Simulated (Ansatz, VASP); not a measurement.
# One calculation of K, two programs

The input INCAR:

```
SYSTEM = K
  PREC = Accurate
  ENCUT = 520
  EDIFF = 1E-6
  ISMEAR = -1
  SIGMA = 0.1
  LREAL = .False.
  LASPH = .True.
  NELM = 100
  ALGO = Normal
  ISIF = 2
  LWAVE = .False.
  LCHARG = .False.
  GGA = RE
  NBANDS = 10
```

Contents of KPOINTS:

```
Automatic mesh
0
Gamma
  14 14 14
  0 0 0
```

Contents of POSCAR:

```
K
1.0
   -2.7463968464      2.7463968464      2.7463968464
    2.7463968464     -2.7463968464      2.7463968464
    2.7463968464      2.7463968464     -2.7463968464
K
1
Direct
    0.0000000000      0.0000000000      0.0000000000
```

Input for Ansatz:

```yaml
crystal:
  lattice:
    - [-2.7463968464, 2.7463968464, 2.7463968464]
    - [2.7463968464, -2.7463968464, 2.7463968464]
    - [2.7463968464, 2.7463968464, -2.7463968464]
  atoms:
    - { symbol: K, position: [0.0, 0.0, 0.0] }
hamiltonian:
  xc: revpbe
  pseudopotentials:
    kind: paw
    azcp:
      K: "pseudopotentials/K.paw.azcp"
basis:
  ecutwfc: 420
  fft_grid_basis: typed
kpoints:
  mp_grid: { grid: [14, 14, 14], shift: [0, 0, 0] }
magnetization:
  spin_polarized: false
scf:
  occupations: { method: fermi_dirac, width: 0.1 }
output:
  stress: true
```

Alike in both runs: task single point; functional revPBE; k mesh 14 × 14 × 14; occupations fermi-dirac, width 0.1 eV; no spin polarisation.

|  | VASP | Ansatz |
| --- | --- | --- |
| version | VASP 6.6.1 | Ansatz 0.2.0 |
| potentials or method | VASP PAW PBE potentials, release 64 (K_sv), cutoff 520 eV | plane waves (420 eV) with PAW, scalar-relativistic |
| valence electrons in the cell | 9 | 9 |

|  | VASP | Ansatz | Ansatz less VASP |
| --- | --- | --- | --- |
| pressure (GPa) | -0.1 | -0.1 | +0.01 |

VASP's potentials were made for PBE, not for revPBE. The functional is the same, so the differences come from potentials, cutoffs and numerics.
